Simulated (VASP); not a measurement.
Input of a VASP 6.6.1 run:

INCAR

```
PREC = Accurate
ENCUT = 600
EDIFF = 1E-7
ISMEAR = -1
SIGMA = 0.15
LREAL = F
LASPH = T
NELM = 100
ALGO = Normal
ISIF = 3
LWAVE = F
LCHARG = F
GGA = PE
IBRION = 2
NSW = 80
EDIFFG = -0.001
```

Contents of KPOINTS:

```
regular mesh
0
Gamma
  10 10 10
```

POSCAR

```
ScAl3
1.0
    4.1053305955      0.0000000000      0.0000000000
    0.0000000000      4.1053305955      0.0000000000
    0.0000000000      0.0000000000      4.1053305955
Sc Al
1 3
Direct
    0.0000000000      0.0000000000      0.0000000000
    0.5000000000      0.0000000000      0.5000000000
    0.0000000000      0.5000000000      0.5000000000
    0.5000000000      0.5000000000      0.0000000000
```

Potentials or basis: VASP PAW PBE potentials, release 64 (Sc_sv, Al).

Command:

```console
$ cat potpaw_PBE.64/Sc_sv/POTCAR potpaw_PBE.64/Al/POTCAR > POTCAR
$ mpirun -np 1 vasp_std > vasp.out
```

Q: What does it give for the relaxed volume?

A: 17.34 Å³/atom.

Q: Predict the band gap on the k mesh.

A: Zero (band 10 reaches 7.93 eV, above the bottom of band 11 at 4.19 eV).

Final structure:
```yaml
crystal:
  lattice:
    - [4.10879, 0.00000, 0.00000]
    - [0.00000, 4.10879, 0.00000]
    - [0.00000, 0.00000, 4.10879]
  atoms:
    - { symbol: Sc, position: [0.00000, 0.00000, 0.00000] }
    - { symbol: Al, position: [0.50000, 0.00000, 0.50000] }
    - { symbol: Al, position: [0.00000, 0.50000, 0.50000] }
    - { symbol: Al, position: [0.50000, 0.50000, 0.00000] }
```
